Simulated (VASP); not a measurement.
Wanted: the native input for a VASP 6.6.1 run.

```
Task                   : single point
Functional             : PBE
Potentials or basis    : VASP PAW PBE potentials, release 64 (Al, B, N)
Cutoff                 : 520 eV
k mesh                 : 12 × 12 × 1
Occupations            : gaussian, width 0.02 eV
Spin                   : no spin polarisation
Dipole correction      : no
Further INCAR settings : ALGO = Normal; EDIFF = 1e-06; NBANDS = 36
```

The structure of AlB2N3 lies in POSCAR:

```
AlB2N3
1.0
    2.7680436653      0.0000000000      0.0000000000
   -1.3840218327      2.3971961330      0.0000000000
    0.0000000000      0.0000000000     25.9774524088
Al B N
2 4 6
Direct
    0.0000000000      0.0000000000      0.2500000000
    0.0000000000      0.0000000000      0.7500000000
    0.0000000000      0.0000000000      0.9174484628
    0.0000000000      0.0000000000      0.5825515372
    0.0000000000      0.0000000000      0.0825515372
    0.0000000000      0.0000000000      0.4174484628
    0.6666666667      0.3333333333      0.7500000000
    0.6666666667      0.3333333333      0.0825486162
    0.6666666667      0.3333333333      0.4174513838
    0.3333333333      0.6666666667      0.9174513838
    0.3333333333      0.6666666667      0.2500000000
    0.3333333333      0.6666666667      0.5825486162
```

The input as run:

INCAR

```
SYSTEM = AlB2N3
ALGO = Normal ; EDIFF = 1E-6
ENCUT = 520 ; GGA = PE
ISIF = 2 ; ISMEAR = 0
LASPH = .TRUE. ; LCHARG = .TRUE.
LELF = .TRUE. ; LREAL = .FALSE.
LVHAR = .TRUE. ; LWAVE = .FALSE.
NBANDS = 36 ; NELM = 80
PREC = Accurate ; SIGMA = 0.02
```

KPOINTS

```
k-points
0
G
  12 12 1
  0 0 0
```

Potentials or basis: VASP PAW PBE potentials, release 64 (Al, B, N).

Command:

```bash
$ cat potpaw_PBE.64/Al/POTCAR potpaw_PBE.64/B/POTCAR potpaw_PBE.64/N/POTCAR > POTCAR
$ mpirun -np 1 vasp_std > vasp.out
```

Results of the run:

The pressure is 0.3 GPa and the band gap on the k mesh is 2.97 eV, direct.

Run time: 70 s on 1 thread of Intel(R) Xeon(R) 6975P-C (Granite Rapids), on a shared host, peak memory 0.36 GiB.
